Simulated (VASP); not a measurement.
# Si3Ge (P-6m2) in VASP: a series of runs

Runs on Si3Ge. Level: PBE. Tasks: relaxation of cell and atoms.

All numbers are computed with VASP 6.6.1; they aren't measurements. Logs are shortened: lines on timing, memory, paths and dates and some standing lists are left out, and cuts for length are marked.

## (1) The cell of the first run

The structure is hexagonal, space group P-6m2 (No. 187). Conventional cell: a = 3.648 Å, b = 3.648 Å, c = 5.961 Å, α = 90.00°, β = 90.00°, γ = 120.00°. Si (site symmetry 3m) has 5 Si at 2.53 to 3.15 Å and 3 Ge at 2.63 Å within 3.3 Å. Si (site symmetry -6m2) has 6 Si at 2.53 Å within 3.3 Å. Ge (site symmetry -6m2) has 6 Si at 2.63 Å within 3.5 Å.

The cell was generated, and may not be a known phase.

## (2) Relaxation of cell and atoms, PBE

File INCAR:

```
SYSTEM = Si3Ge
  PREC = Accurate
  ENCUT = 600
  EDIFF = 1E-6
  ISMEAR = 0
  SIGMA = 0.1
  LREAL = .FALSE.
  LASPH = .TRUE.
  NELM = 100
  ALGO = Normal
  ISIF = 3
  LWAVE = .FALSE.
  LCHARG = .FALSE.
  GGA = PE
  IBRION = 2
  NSW = 90
  EDIFFG = -0.04
```

File KPOINTS:

```
Automatic mesh
0
G
  6 6 4
  0 0 0
```

File POSCAR:

```
Si3Ge
1.0
    3.6475963127      0.0000000000      0.0000000000
   -1.8237981563      3.1589110695      0.0000000000
    0.0000000000      0.0000000000      5.9612713820
Si Ge
3 1
Direct
    0.0000000000      0.0000000000      0.7640431209
    0.3333333333      0.6666666667      0.0000000000
    0.0000000000      0.0000000000      0.2359568791
    0.6666666667      0.3333333333      0.5000000000
```

Potentials or basis: VASP PAW PBE potentials, release 64 (Si, Ge_d).

Launch:

```bash
$ cat potpaw_PBE.64/Si/POTCAR potpaw_PBE.64/Ge_d/POTCAR > POTCAR
$ mpirun -np 1 vasp_std > vasp.out
```

OUTCAR:

```text
SYSTEM = Si3Ge
   PREC = Accurate
   ENCUT = 600
   EDIFF = 1E-6
   ISMEAR = 0
   LREAL = .FALSE.
   LASPH = .TRUE.
   NELM = 100
   ISIF = 3
   GGA = PE
   IBRION = 2
   NSW = 90
   EDIFFG = -0.04

 ion  position               nearest neighbor table
   1  0.000  0.000  0.764-   2 2.53   2 2.53   2 2.53   4 2.63   4 2.63   4 2.63   3 2.81   3 3.15

   2  0.333  0.667  0.000-   1 2.53   3 2.53   1 2.53   3 2.53   1 2.53   3 2.53
   3  0.000  0.000  0.236-   2 2.53   2 2.53   2 2.53   4 2.63   4 2.63   4 2.63   1 2.81   1 3.15

   4  0.667  0.333  0.500-   1 2.63   3 2.63   1 2.63   3 2.63   1 2.63   3 2.63

  LATTYP: Found a hexagonal cell.
 ALAT       =     3.6475963127
 C/A-ratio  =     1.6343012962

  Lattice vectors:

 A1 = (   3.6475963127,   0.0000000000,   0.0000000000)
 A2 = (  -1.8237981563,   3.1589110695,   0.0000000000)
 A3 = (   0.0000000000,   0.0000000000,   5.9612713820)

Analysis of symmetry for initial positions (statically):
=====================================================================
 Subroutine PRICEL returns:
 Original cell was already a primitive cell.

 Routine SETGRP: Setting up the symmetry group for a
 hexagonal supercell.

 Subroutine GETGRP returns: Found 12 space group operations
 (whereof 12 operations were pure point group operations)
 out of a pool of 24 trial point group operations.

The static configuration has the point symmetry D_3h.

Analysis of symmetry for dynamics (positions and initial velocities):
=====================================================================
 Subroutine PRICEL returns:
 Original cell was already a primitive cell.

 Routine SETGRP: Setting up the symmetry group for a
 hexagonal supercell.

 Subroutine GETGRP returns: Found 12 space group operations
 (whereof 12 operations were pure point group operations)
 out of a pool of 24 trial point group operations.

The dynamic configuration has the point symmetry D_3h.

 Subroutine INISYM returns: Found 12 space group operations
 (whereof 12 operations are pure point group operations),
 and found     1 'primitive' translations

----------------------------------------------------------------------------------------

                                     Primitive cell

  volume of cell :      68.6883

  direct lattice vectors                    reciprocal lattice vectors
     3.647596313  0.000000000  0.000000000     0.274153145  0.158282392  0.000000000
    -1.823798156  3.158911069  0.000000000     0.000000000  0.316564784  0.000000000
     0.000000000  0.000000000  5.961271382     0.000000000  0.000000000  0.167749451

  length of vectors
     3.647596313  3.647596313  5.961271382     0.316564784  0.316564784  0.167749451

  position of ions in fractional coordinates (direct lattice)
     0.000000000  0.000000000  0.764043121
     0.333333333  0.666666667  0.000000000
     0.000000000  0.000000000  0.235956879
     0.666666667  0.333333333  0.500000000

  ion indices of the primitive-cell ions
   primitive index   ion index
                 1           1
                 2           2
                 3           3
                 4           4

----------------------------------------------------------------------------------------

 KPOINTS: Automatic mesh

Automatic generation of k-mesh.
 Grid dimensions read from file:
 generate k-points for:    6    6    4

 Generating k-lattice:

  Cartesian coordinates                     Fractional coordinates (reciprocal lattice)
     0.045692191  0.026380399  0.000000000     0.166666667  0.000000000  0.000000000
     0.000000000  0.052760797  0.000000000     0.000000000  0.166666667  0.000000000
     0.000000000  0.000000000  0.041937363     0.000000000  0.000000000  0.250000000

  Length of vectors
     0.052760797  0.052760797  0.041937363

  Shift w.r.t. Gamma in fractional coordinates (k-lattice)
     0.000000000  0.000000000  0.000000000

 Subroutine IBZKPT returns following result:
 ===========================================

 Found     21 irreducible k-points:

 Following reciprocal coordinates:
            Coordinates               Weight
  0.000000  0.000000  0.000000      1.000000
  0.166667  0.000000  0.000000      6.000000
  0.333333  0.000000  0.000000      6.000000
  0.500000  0.000000  0.000000      3.000000
  0.166667  0.166667  0.000000      6.000000
  0.333333  0.166667  0.000000     12.000000
[... 13 lines left out ...]
  0.333333  0.166667  0.500000     12.000000
  0.333333  0.333333  0.500000      2.000000
   k-points           NKPTS =     21   k-points in BZ     NKDIM =     21   number of bands    NBANDS=     17
   number of dos      NEDOS =    301   number of ions     NIONS =      4
   total plane-waves  NPLWV =  43200
   dimension x,y,z NGX =    30 NGY =   30 NGZ =   48
   dimension x,y,z NGXF=    60 NGYF=   60 NGZF=   96
   ions per type =               3   1
   NGX,Y,Z   is equivalent  to a cutoff of  13.67, 13.67, 13.39 a.u.
   NGXF,Y,Z  is equivalent  to a cutoff of  27.35, 27.35, 26.77 a.u.
 SYSTEM =  Si3Ge
   PREC   = accura    normal or accurate (medium, high low for compatibility)
   ISTART =      0    job   : 0-new  1-cont  2-samecut
   ICHARG =      2    charge: 1-file 2-atom 10-const
   ISPIN  =      1    spin polarized calculation?
   LNONCOLLINEAR =      F non collinear calculations
   LSORBIT =      F    spin-orbit coupling
   LASPH  =      T    aspherical Exc in radial PAW
   ENCUT  =  600.0 eV  44.10 Ry    6.64 a.u.   7.29  7.29 11.91*2*pi/ulx,y,z
   NELM   =    100;   NELMIN=  2; NELMDL= -5     # of ELM steps
   EDIFF  = 0.1E-05   stopping-criterion for ELM
   LREAL  =      F    real-space projection
   EDIFFG = -.4E-01   stopping-criterion for IOM
   NSW    =     90    number of steps for IOM
   IBRION =      2    ionic relax: 0-MD 1-quasi-New 2-CG
   NFREE  =      1    steps in history (QN), initial steepest desc. (CG)
   ISIF   =      3    stress and relaxation
   ISYM   =      2    0-nonsym 1-usesym 2-fastsym
   POTIM  = 0.5000    time-step for ionic-motion
   TEBEG  =    0.0;   TEEND  =   0.0 temperature during run
   PSTRESS=    0.0 pullay stress
   NELECT =      26.0000    total number of electrons
   NUPDOWN=      -1.0000    fix difference up-down
   EMIN   =  10.00;   EMAX   =-10.00  energy-range for DOS
   EFERMI =   0.00;   METHOD = LEGACY
   ISMEAR =     0;   SIGMA  =   0.10  broadening in eV -4-tet -1-fermi 0-gaus
   EFERMI_NEDOS =   21; number of points for ismear=-14 and -15
   IALGO  =     38    algorithm
   IMIX   =      4    mixing-type and parameters
     AMIX     =   0.40;   BMIX     =  1.00
     AMIX_MAG =   1.60;   BMIX_MAG =  1.00
  volume/ion in A,a.u.               =      17.17       115.88
  Fermi-wavevector in a.u.,A,eV,Ry     =   1.184236  2.237882 19.081013  1.402415
  Thomas-Fermi vector in A             =   2.320454
   LORBIT       =      0    0 simple, 1 ext, 2 COOP (PROOUT), +10 PAW based schemes
   GGA     = PE    functional components
   LHFCALC =     F    Hartree Fock is set to
   AEXX    =    0.0000 exact exchange contribution
   IVDW    =     0    specifies the selected vdW correction
   LEPSILON=     F    determine dielectric tensor
   LRPA    =     F    only Hartree local field effects (RPA)
 conjugate gradient relaxation of ions
 non-spin polarized calculation
 Gauss-broadening in eV      SIGMA  =   0.10
  energy-cutoff  :      600.00
  volume of cell :       68.69
 maximum number of plane-waves:      2316
 NGX is ok and might be reduce to    30
   NGX = 15   NGY = 15   NGZ = 23

--------------------------------------- Ionic step        1  -------------------------------------------

 number of electron      25.9999988 magnetization

 Free energy of the ion-electron system (eV)
  ---------------------------------------------------
  ext. energy  EPLUGINS =         0.00000000
  ---------------------------------------------------
  free energy    TOTEN  =       -19.42765438 eV

  energy without entropy =      -19.42012267  energy(sigma->0) =      -19.42388852

------------------------ aborting loop because EDIFF is reached ----------------------------------------

  FORCE on cell =-STRESS in cart. coord.  units (eV):
  Direction    XX          YY          ZZ          XY          YZ          ZX
  --------------------------------------------------------------------------------------
  -------------------------------------------------------------------------------------
  Total       -0.1421702     -0.1421702      0.9414238     -0.0000000      0.0000000     -0.0000000
  in kB       -3.3161646     -3.3161646     21.9590078     -0.0000000      0.0000000     -0.0000000
  external PRESSURE =       5.1088929 kB  Pullay stress =       0.0000000 kB

 VOLUME and BASIS-vectors are now :
 -----------------------------------------------------------------------------
  energy-cutoff  :      600.00
  volume of cell :       68.69
      direct lattice vectors                 reciprocal lattice vectors
     3.647596313  0.000000000  0.000000000     0.274153145  0.158282392  0.000000000
    -1.823798156  3.158911069  0.000000000     0.000000000  0.316564784  0.000000000
     0.000000000  0.000000000  5.961271382     0.000000000  0.000000000  0.167749451

 POSITION                                       TOTAL-FORCE (eV/Angst)
 -----------------------------------------------------------------------------------
      0.00000      0.00000      4.55467         0.000000     -0.000000      0.138907
     -0.00000      2.10594      0.00000         0.000000      0.000000      0.000000
      0.00000      0.00000      1.40660         0.000000      0.000000     -0.138907
      1.82380      1.05297      2.98064        -0.000000     -0.000000      0.000000
 -----------------------------------------------------------------------------------
    total drift:                                0.000000     -0.000000      0.000000

  FREE ENERGIE OF THE ION-ELECTRON SYSTEM (eV)
  ---------------------------------------------------
  free  energy   TOTEN  =       -19.4276543790 eV
[... 55 lines left out ...]
 VOLUME and BASIS-vectors are now :
 -----------------------------------------------------------------------------
  energy-cutoff  :      600.00
  volume of cell :       69.40
      direct lattice vectors                 reciprocal lattice vectors
     3.639416987 -0.000000000 -0.000000000     0.274769284  0.158638120 -0.000000000
    -1.819708494  3.151827566  0.000000000     0.000000000  0.317276240 -0.000000000
    -0.000000000  0.000000000  6.049788294     0.000000000  0.000000000  0.165295040

 POSITION                                       TOTAL-FORCE (eV/Angst)
 -----------------------------------------------------------------------------------
      3.63942     -0.00000      4.63117        -0.000000      0.000000      0.076282
     -0.00000      2.10122      0.00000         0.000000      0.000000     -0.000000
     -0.00000      0.00000      1.41862         0.000000     -0.000000     -0.076282
      1.81971      1.05061      3.02489        -0.000000     -0.000000      0.000000
 -----------------------------------------------------------------------------------
    total drift:                                0.000000     -0.000000      0.000000

  FREE ENERGIE OF THE ION-ELECTRON SYSTEM (eV)
  ---------------------------------------------------
  free  energy   TOTEN  =       -19.4362850291 eV

  energy  without entropy=      -19.4342243842  energy(sigma->0) =      -19.43525471

--------------------------------------- Ionic step        4  -------------------------------------------

 number of electron      25.9999988 magnetization

 Free energy of the ion-electron system (eV)
  ---------------------------------------------------
  ext. energy  EPLUGINS =         0.00000000
  ---------------------------------------------------
  free energy    TOTEN  =       -19.43763378 eV

  energy without entropy =      -19.43650753  energy(sigma->0) =      -19.43707065

 E-fermi :   7.7435     XC(G=0): -10.6532

 val. band max:        7.5952073755   @ k =   0.1667   0.1667   0.2500
 cond. band min:       7.8893583289   @ k =   0.3333   0.0000   0.5000
 fundamental gap:      0.2941509534
 Fermi energy:         7.7435240357

 k-point     1 :       0.0000    0.0000    0.0000
  band No.  band energies     occupation
      1     -16.8269      2.00000
      2     -16.8269      2.00000
      3     -16.8245      2.00000
      4     -16.8197      2.00000
      5     -16.8197      2.00000
      6      -5.5647      2.00000
[... 9 lines left out ...]
     16      10.5458      0.00000
     17      10.5458      0.00000

 k-point     2 :       0.1667    0.0000    0.0000
  band No.  band energies     occupation
      1     -16.8296      2.00000
      2     -16.8275      2.00000
      3     -16.8234      2.00000
      4     -16.8192      2.00000
      5     -16.8155      2.00000
      6      -5.1713      2.00000
[... 9 lines left out ...]
     16      10.2422      0.00000
     17      11.1411      0.00000
[... 391 lines left out ...]
 VOLUME and BASIS-vectors are now :
 -----------------------------------------------------------------------------
  energy-cutoff  :      600.00
  volume of cell :       68.86
      direct lattice vectors                 reciprocal lattice vectors
     3.624422303 -0.000000000 -0.000000000     0.275906039  0.159294426  0.000000000
    -1.812211151  3.138841788  0.000000000     0.000000000  0.318588851 -0.000000000
    -0.000000000  0.000000000  6.052818619     0.000000000 -0.000000000  0.165212286

 POSITION                                       TOTAL-FORCE (eV/Angst)
 -----------------------------------------------------------------------------------
     -1.81221      3.13884      4.63941        -0.000000      0.000000      0.020484
     -0.00000      2.09256      6.05282         0.000000      0.000000      0.000000
     -0.00000      0.00000      1.41341         0.000000     -0.000000     -0.020484
      1.81221      1.04628      3.02641         0.000000     -0.000000      0.000000
 -----------------------------------------------------------------------------------
    total drift:                                0.000000     -0.000000      0.000000

  FREE ENERGIE OF THE ION-ELECTRON SYSTEM (eV)
  ---------------------------------------------------
  free  energy   TOTEN  =       -19.4376337822 eV

  energy  without entropy=      -19.4365075253  energy(sigma->0) =      -19.43707065

 reached required accuracy - stopping structural energy minimisation
```

It took 1.8 min on 1 thread of Intel Xeon 8259CL, shared host; peak memory 0.21 GiB.

Results:

```
Free energy                           : -19.4376 eV
Relaxed volume                        : 17.21 Å³/atom
Relaxed cell                          : a = 3.624 Å, b = 3.624 Å, c = 6.053 Å, α = 90.00°, β = 90.00°, γ = 120.00°
Space group after relaxing (to 0.1 Å) : P-6m2 (No. 187)
Energy gained by relaxing             : 2.5 meV/atom
Ionic steps                           : 4
Pressure after relaxing               : 0.0 GPa
Largest force after relaxing          : 0.020 eV/Å
Band gap on the k mesh                : zero (bands 13 and 14 overlap by 3.94 eV)
```

Forces on the atoms (eV/Å):
```
Si   0.000  0.000  0.020
Si   0.000  0.000  0.000
Si   0.000  0.000 -0.020
Ge   0.000  0.000  0.000
```

Step by step:
| step | energy change (eV) | largest force (eV/Å) | pressure (GPa) | volume (Å³) |
| --- | --- | --- | --- | --- |
| 1 | 0.0000 | 0.1389 | 0.51 | 68.69 |
| 2 | -0.0082 | 0.0877 | -0.30 | 69.23 |
| 3 | -0.0086 | 0.0763 | -0.61 | 69.40 |
| 4 | -0.0100 | 0.0205 | 0.03 | 68.86 |

Final structure:
```
Si Ge
1.0
     3.62442    0.00000    0.00000
    -1.81221    3.13884    0.00000
     0.00000    0.00000    6.05282
Si Ge
3 1
Direct
  0.00000 0.00000 0.76649
  0.33333 0.66667 0.00000
  0.00000 0.00000 0.23351
  0.66667 0.33333 0.50000
```

## (3) Relaxation of cell and atoms, PBE

This run uses another cell than the first one, of 17.25 Å³/atom.

File INCAR:

```
SYSTEM = Si3Ge
PREC = Accurate
ENCUT = 600
EDIFF = 1E-7
ISMEAR = 0
SIGMA = 0.1
LREAL = .FALSE.
LASPH = .TRUE.
NELM = 100
ALGO = Normal
ISIF = 3
LWAVE = .FALSE.
LCHARG = .FALSE.
GGA = PE
IBRION = 2
NSW = 100
EDIFFG = -0.01
```

File KPOINTS:

```
Automatic mesh
0
G
  12 12 8
  0 0 0
```

File POSCAR:

```
Si3Ge
1.0
    3.6326100659      0.0000000000      0.0000000000
   -1.8163050329      3.1459325991      0.0000000000
    0.0000000000      0.0000000000      6.0373573376
Si Ge
3 1
Direct
    0.0000000000      0.0000000000      0.7660430102
    0.3333333333      0.6666666667      0.0000000000
    0.0000000000      0.0000000000      0.2339569898
    0.6666666667      0.3333333333      0.5000000000
```

Potentials or basis: VASP PAW PBE potentials, release 64 (Si, Ge_d).

Launch:

```bash
$ cat potpaw_PBE.64/Si/POTCAR potpaw_PBE.64/Ge_d/POTCAR > POTCAR
$ mpirun -np 1 vasp_std > vasp.out
```

Run time: 6.3 min. Hardware: 1 thread of Intel Xeon 8259CL, shared host; peak memory 0.29 GiB.

It converged, with:

| Quantity | Value |
| --- | --- |
| Free energy | -19.3816 eV |
| Relaxed volume | 17.31 Å³/atom |
| Relaxed cell | a = 3.642 Å, b = 3.642 Å, c = 6.028 Å, α = 90.00°, β = 90.00°, γ = 120.00° |
| Space group after relaxing (to 0.1 Å) | P-6m2 (No. 187) |
| Energy gained by relaxing | 0.5 meV/atom |
| Ionic steps | 3 |
| Pressure after relaxing | -0.1 GPa |
| Band gap on the k mesh | zero (bands 13 and 14 overlap by 4.04 eV) |

Step by step:
```
step  energy change (eV)  largest force (eV/Å)  pressure (GPa)  volume (Å³)
   1              0.0000                0.1198            0.10        68.99
   2             -0.0013                0.0708            0.03        69.10
   3             -0.0019                0.0019           -0.07        69.25
```

Final structure:
```xyz
4
Lattice="3.6423 0.0000 0.0000 -1.8211 3.1543 0.0000 0.0000 0.0000 6.0280" Properties=species:S:1:pos:R:3 pbc="T T T"
Si    0.0000    0.0000    4.6314
Si    0.0000    2.1029    6.0280
Si    3.6423    0.0000    1.3966
Ge    1.8211    1.0514    3.0140
```

Levels at points of the mesh, in eV from the Fermi level:
```
           k point  band 10  band 11  band 12  band 13  band 14  band 15  band 16  band 17
(0.00, 0.00, 0.00)    -0.65     0.74     1.02     1.02     1.27     2.61     2.85     2.85
(0.50, 0.00, 0.00)    -5.44    -4.63    -2.94     0.49     0.84     1.06     1.66     3.11
(0.00, 0.00, 0.50)    -0.38    -0.38     0.75     0.75     2.01     2.56     2.91     2.91
(0.50, 0.00, 0.50)    -2.33    -1.73    -1.68    -1.51    -1.05    -0.97     1.94     2.82
```

The gap in the log of VASP goes by the Fermi energy; the results here count the filled bands.